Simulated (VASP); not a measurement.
# ZrB (Fm-3m) in VASP: single point with PBE0

Aim: the single point of ZrB with PBE0.

All numbers are computed with VASP 6.6.1; they aren't measurements. Logs are shortened: lines on timing, memory, paths and dates and some standing lists are left out, and cuts for length are marked.

**1. The cell of the first run**

It takes space group Fm-3m (No. 225, cubic). The conventional cell has a = 4.587 Å, b = 4.587 Å, c = 4.587 Å, α = 90.00°, β = 90.00°, γ = 90.00°. Zr (site symmetry m-3m) has 6 B at 2.29 Å within 3.0 Å. B (site symmetry m-3m) has 6 Zr at 2.29 Å within 3.0 Å.

**2. Single point, PBE0**

File POSCAR:

```
ZrB
1.0
    0.0000000000      2.2935772291      2.2935772291
    2.2935772291      0.0000000000      2.2935772291
    2.2935772291      2.2935772291      0.0000000000
Zr B
1 1
Direct
    0.0000000000      0.0000000000      0.0000000000
    0.5000000000      0.5000000000      0.5000000000
```

File INCAR.step1:

```
SYSTEM = ZrB
PREC = Accurate ; ENCUT = 520
EDIFF = 1E-5 ; ISMEAR = -1
SIGMA = 0.05 ; LREAL = .FALSE.
LASPH = .TRUE. ; NELM = 80
ALGO = Normal ; ISIF = 2
LWAVE = .TRUE. ; NBANDS = 14
GGA = PE
```

File INCAR.step2:

```
SYSTEM = ZrB
PREC = Accurate ; ENCUT = 520
EDIFF = 1E-7 ; ISMEAR = -1
SIGMA = 0.05 ; LREAL = .FALSE.
LASPH = .TRUE. ; NELM = 80
ALGO = Normal ; ISIF = 2
LWAVE = .FALSE. ; LCHARG = .TRUE.
GGA = PE ; LHFCALC = .TRUE.
AEXX = 0.25 ; PRECFOCK = Normal
LELF = .TRUE. ; LVHAR = .TRUE.
NBANDS = 14 ; ISTART = 1
```

File KPOINTS:

```
regular mesh
0
G
  6 6 6
  0 0 0
```

Potentials or basis: VASP PAW PBE potentials, release 64 (Zr_sv, B).

Started as:

```bash
$ cat potpaw_PBE.64/Zr_sv/POTCAR potpaw_PBE.64/B/POTCAR > POTCAR
$ cp INCAR.step1 INCAR
$ mpirun -np 1 vasp_std > vasp.out
$ cp INCAR.step2 INCAR
$ mpirun -np 1 vasp_std > vasp.out
```

OUTCAR:

```text
SYSTEM = ZrB
   PREC = Accurate
   ENCUT = 520
   EDIFF = 1E-7
   ISMEAR = -1
   LREAL = .FALSE.
   LASPH = .TRUE.
   NELM = 80
   ISIF = 2
   GGA = PE
   LHFCALC = .TRUE.
   AEXX = 0.25
   PRECFOCK = Normal
   ISTART = 1

 ion  position               nearest neighbor table
   1  0.000  0.000  0.000-   2 2.29   2 2.29   2 2.29   2 2.29   2 2.29   2 2.29
   2  0.500  0.500  0.500-   1 2.29   1 2.29   1 2.29   1 2.29   1 2.29   1 2.29

  LATTYP: Found a face centered cubic cell.
 ALAT       =     4.5871544582

  Lattice vectors:

 A1 = (   0.0000000000,   2.2935772291,   2.2935772291)
 A2 = (   2.2935772291,   0.0000000000,   2.2935772291)
 A3 = (   2.2935772291,   2.2935772291,   0.0000000000)

Analysis of symmetry for initial positions (statically):
=====================================================================
 Subroutine PRICEL returns:
 Original cell was already a primitive cell.

 Routine SETGRP: Setting up the symmetry group for a
 face centered cubic supercell.

 Subroutine GETGRP returns: Found 48 space group operations
 (whereof 48 operations were pure point group operations)
 out of a pool of 48 trial point group operations.

The static configuration has the point symmetry O_h .

Analysis of symmetry for dynamics (positions and initial velocities):
=====================================================================
 Subroutine PRICEL returns:
 Original cell was already a primitive cell.

 Routine SETGRP: Setting up the symmetry group for a
 face centered cubic supercell.

 Subroutine GETGRP returns: Found 48 space group operations
 (whereof 48 operations were pure point group operations)
 out of a pool of 48 trial point group operations.

The dynamic configuration has the point symmetry O_h .

 Subroutine INISYM returns: Found 48 space group operations
 (whereof 48 operations are pure point group operations),
 and found     1 'primitive' translations

----------------------------------------------------------------------------------------

                                     Primitive cell

  volume of cell :      24.1307

  direct lattice vectors                    reciprocal lattice vectors
     0.000000000  2.293577229  2.293577229    -0.218000072  0.218000072  0.218000072
     2.293577229  0.000000000  2.293577229     0.218000072 -0.218000072  0.218000072
     2.293577229  2.293577229  0.000000000     0.218000072  0.218000072 -0.218000072

  length of vectors
     3.243608024  3.243608024  3.243608024     0.377587200  0.377587200  0.377587200

  position of ions in fractional coordinates (direct lattice)
     0.000000000  0.000000000  0.000000000
     0.500000000  0.500000000  0.500000000

  ion indices of the primitive-cell ions
   primitive index   ion index
                 1           1
                 2           2

----------------------------------------------------------------------------------------

 KPOINTS: regular mesh

Automatic generation of k-mesh.
 Grid dimensions read from file:
 generate k-points for:    6    6    6

 Generating k-lattice:

  Cartesian coordinates                     Fractional coordinates (reciprocal lattice)
    -0.036333345  0.036333345  0.036333345     0.166666667  0.000000000  0.000000000
     0.036333345 -0.036333345  0.036333345     0.000000000  0.166666667  0.000000000
     0.036333345  0.036333345 -0.036333345     0.000000000  0.000000000  0.166666667

  Length of vectors
     0.062931200  0.062931200  0.062931200

  Shift w.r.t. Gamma in fractional coordinates (k-lattice)
     0.000000000  0.000000000  0.000000000

 Subroutine IBZKPT returns following result:
 ===========================================

 Found     16 irreducible k-points:

 Following reciprocal coordinates:
            Coordinates               Weight
  0.000000  0.000000  0.000000      1.000000
  0.166667  0.000000  0.000000      8.000000
  0.333333  0.000000  0.000000      8.000000
  0.500000  0.000000  0.000000      4.000000
  0.166667  0.166667  0.000000      6.000000
  0.333333  0.166667  0.000000     24.000000
[... 8 lines left out ...]
 -0.333333  0.333333  0.166667     24.000000
 -0.333333  0.500000  0.166667     12.000000
   k-points           NKPTS =     16   k-points in BZ     NKDIM =    216   number of bands    NBANDS=     14
   number of dos      NEDOS =    301   number of ions     NIONS =      2
   total plane-waves  NPLWV =  13824
   dimension x,y,z NGX =    24 NGY =   24 NGZ =   24
   dimension x,y,z NGXF=    48 NGYF=   48 NGZF=   48
   ions per type =               1   1
   NGX,Y,Z   is equivalent  to a cutoff of  12.30, 12.30, 12.30 a.u.
   NGXF,Y,Z  is equivalent  to a cutoff of  24.60, 24.60, 24.60 a.u.
 SYSTEM =  ZrB
   PREC   = accura    normal or accurate (medium, high low for compatibility)
   ISTART =      1    job   : 0-new  1-cont  2-samecut
   ICHARG =      0    charge: 1-file 2-atom 10-const
   ISPIN  =      1    spin polarized calculation?
   LNONCOLLINEAR =      F non collinear calculations
   LSORBIT =      F    spin-orbit coupling
   LASPH  =      T    aspherical Exc in radial PAW
   ENCUT  =  520.0 eV  38.22 Ry    6.18 a.u.   6.03  6.03  6.03*2*pi/ulx,y,z
   NELM   =     80;   NELMIN=  2; NELMDL=  0     # of ELM steps
   EDIFF  = 0.1E-06   stopping-criterion for ELM
   LREAL  =      F    real-space projection
   EDIFFG = 0.1E-05   stopping-criterion for IOM
   NSW    =      0    number of steps for IOM
   IBRION =     -1    ionic relax: 0-MD 1-quasi-New 2-CG
   NFREE  =      0    steps in history (QN), initial steepest desc. (CG)
   ISIF   =      2    stress and relaxation
   ISYM   =      3    0-nonsym 1-usesym 2-fastsym
   POTIM  = 0.5000    time-step for ionic-motion
   TEBEG  =    0.0;   TEEND  =   0.0 temperature during run
   PSTRESS=    0.0 pullay stress
   NELECT =      15.0000    total number of electrons
   NUPDOWN=      -1.0000    fix difference up-down
   EMIN   =  10.00;   EMAX   =-10.00  energy-range for DOS
   EFERMI =   0.00;   METHOD = LEGACY
   ISMEAR =    -1;   SIGMA  =   0.05  broadening in eV -4-tet -1-fermi 0-gaus
   EFERMI_NEDOS =   21; number of points for ismear=-14 and -15
   IALGO  =     38    algorithm
   IMIX   =      1    mixing-type and parameters
     AMIX     =   0.40;   BMIX     =  1.00
     AMIX_MAG =   1.60;   BMIX_MAG =  1.00
  volume/ion in A,a.u.               =      12.07        81.42
  Fermi-wavevector in a.u.,A,eV,Ry     =   1.397168  2.640264 26.559630  1.952078
  Thomas-Fermi vector in A             =   2.520450
   LORBIT       =      0    0 simple, 1 ext, 2 COOP (PROOUT), +10 PAW based schemes
   GGA     = PE    functional components
   LHFCALC =     T    Hartree Fock is set to
   PRECFOCK=normal    Normal, Fast or Accurate (Low or Medium for compatibility)
   ENCUT4O =  -1.0   cutoff for four orbital integrals eV
   NKREDX  =     1    reduce k-point grid by
   NKREDY  =     1    reduce k-point grid by
   NKREDZ  =     1    reduce k-point grid by
   AEXX    =    0.2500 exact exchange contribution
   HFSCREEN=    0.0000 screening length (either q_TF or 0.3 A-1)
   HFSCREENC=   0.0000 screening length for correlation (either q_TF or 0.3 A-1)
   ENCUTFOCK=  -1.0 apply spherical cutoff to Coloumb kernel
   IVDW    =     0    specifies the selected vdW correction
   LEPSILON=     F    determine dielectric tensor
   LRPA    =     F    only Hartree local field effects (RPA)
 non-spin polarized calculation
  energy-cutoff  :      520.00
  volume of cell :       24.13
 maximum number of plane-waves:       656
  NGX = 20; NGY = 20; NGZ = 20

 number of electron      15.0000000 magnetization

 Free energy of the ion-electron system (eV)
  ---------------------------------------------------
  ext. energy  EPLUGINS =         0.00000000
  ---------------------------------------------------
  free energy    TOTEN  =       -18.75154272 eV

  energy without entropy =      -18.74354595  energy(sigma->0) =      -18.74754433

 E-fermi :   8.9838     XC(G=0):  -9.7591

 val. band max:        8.9829499854   @ k =   0.5000   0.3333   0.1667
 cond. band min:       9.9938744253   @ k =   0.1667   0.0000   0.0000
 fundamental gap:      1.0109244399
 Fermi energy:         8.9837811686

 k-point     1 :       0.0000    0.0000    0.0000
  band No.  band energies     occupation
      1     -41.1899      2.00000
      2     -17.4713      2.00000
      3     -17.4713      2.00000
      4     -17.4713      2.00000
      5      -0.9731      2.00000
      6      12.2678      0.00000
      7      12.2678      0.00000
      8      12.2678      0.00000
      9      14.1194      0.00000
     10      14.1194      0.00000
     11      14.1688      0.00000
     12      14.1688      0.00000
     13      14.1688      0.00000
     14      21.6717      0.00000

 k-point     2 :       0.1667    0.0000    0.0000
  band No.  band energies     occupation
      1     -41.1501      2.00000
      2     -17.8043      2.00000
      3     -17.4986      2.00000
      4     -17.4986      2.00000
      5      -0.1094      2.00000
      6       9.9939      0.00000
      7      10.6092      0.00000
      8      10.6092      0.00000
      9      13.2764      0.00000
     10      13.2764      0.00000
     11      15.0040      0.00000
     12      18.1558      0.00000
     13      18.1558      0.00000
     14      23.6151      0.00000

 k-point     3 :       0.3333    0.0000    0.0000
  band No.  band energies     occupation
      1     -41.0693      2.00000
      2     -18.4237      2.00000
      3     -17.5519      2.00000
      4     -17.5519      2.00000
      5       1.9144      2.00000
      6       6.5872      2.00000
      7       7.9407      2.00000
      8       7.9407      2.00000
      9      15.2130      0.00000
     10      15.2130      0.00000
     11      16.0816      0.00000
     12      22.4647      0.00000
     13      22.4647      0.00000
     14      22.6257      0.00000
[... 188 lines left out ...]
 k-point    15 :      -0.3333    0.3333    0.1667
  band No.  band energies     occupation
      1     -40.9872      2.00000
      2     -18.4179      2.00000
      3     -18.0871      2.00000
      4     -17.7733      2.00000
      5       2.7460      2.00000
      6       6.0360      2.00000
      7       7.6525      2.00000
      8       8.2914      2.00000
      9      15.5809      0.00000
     10      15.7606      0.00000
     11      18.0691      0.00000
     12      21.0365      0.00000
     13      21.9028      0.00000
     14      24.5864      0.00000

 k-point    16 :      -0.3333    0.5000    0.1667
  band No.  band energies     occupation
      1     -40.9734      2.00000
      2     -18.4192      2.00000
      3     -18.0703      2.00000
      4     -17.9048      2.00000
      5       1.9406      2.00000
      6       7.4569      2.00000
      7       7.8657      2.00000
      8       8.7312      1.98729
      9      14.3599      0.00000
     10      17.2216      0.00000
     11      18.0709      0.00000
     12      18.8236      0.00000
     13      21.6612      0.00000
     14      26.4038      0.00000

------------------------ aborting loop because EDIFF is reached ----------------------------------------

  FORCE on cell =-STRESS in cart. coord.  units (eV):
  Direction    XX          YY          ZZ          XY          YZ          ZX
  --------------------------------------------------------------------------------------
  -------------------------------------------------------------------------------------
  Total        7.0007999      7.0007999      7.0007999     -0.0000000     -0.0000000      0.0000000
  in kB      464.8235779    464.8235779    464.8235779     -0.0000000     -0.0000000      0.0000000
  external PRESSURE =     464.8235779 kB  Pullay stress =       0.0000000 kB

 VOLUME and BASIS-vectors are now :
 -----------------------------------------------------------------------------
  energy-cutoff  :      520.00
  volume of cell :       24.13
      direct lattice vectors                 reciprocal lattice vectors
     0.000000000  2.293577229  2.293577229    -0.218000072  0.218000072  0.218000072
     2.293577229  0.000000000  2.293577229     0.218000072 -0.218000072  0.218000072
     2.293577229  2.293577229  0.000000000     0.218000072  0.218000072 -0.218000072

 POSITION                                       TOTAL-FORCE (eV/Angst)
 -----------------------------------------------------------------------------------
      0.00000      0.00000      0.00000         0.000000      0.000000     -0.000000
      2.29358      2.29358      2.29358        -0.000000     -0.000000      0.000000
 -----------------------------------------------------------------------------------
    total drift:                               -0.000000     -0.000000      0.000000

  FREE ENERGIE OF THE ION-ELECTRON SYSTEM (eV)
  ---------------------------------------------------
  free  energy   TOTEN  =       -18.7515427150 eV

  energy  without entropy=      -18.7435459541  energy(sigma->0) =      -18.74754433
```

It took 45 min on 1 thread of Oxide Virtual Turin-like, shared host; peak memory 0.12 GiB.

Results:

| Item | Value |
| --- | --- |
| Free energy | -18.7515 eV |
| Pressure | 46.5 GPa |

Levels at points of the mesh, in eV from the Fermi level:
```csv
k point,band 6,band 7,band 8,band 9,band 10,band 11
"(0.00, 0.00, 0.00)",3.28,3.28,3.28,5.14,5.14,5.19
"(0.50, 0.00, 0.00)",-4.39,-1.83,-1.83,7.76,7.76,9.55
"(0.50, 0.50, 0.00)",-1.42,-0.69,3.68,3.68,7.19,9.08
```

Caveat: the k points lie up to 0.40 Å⁻¹ apart; the PAW data sets were made with another functional, which shifts forces and pressure a little.
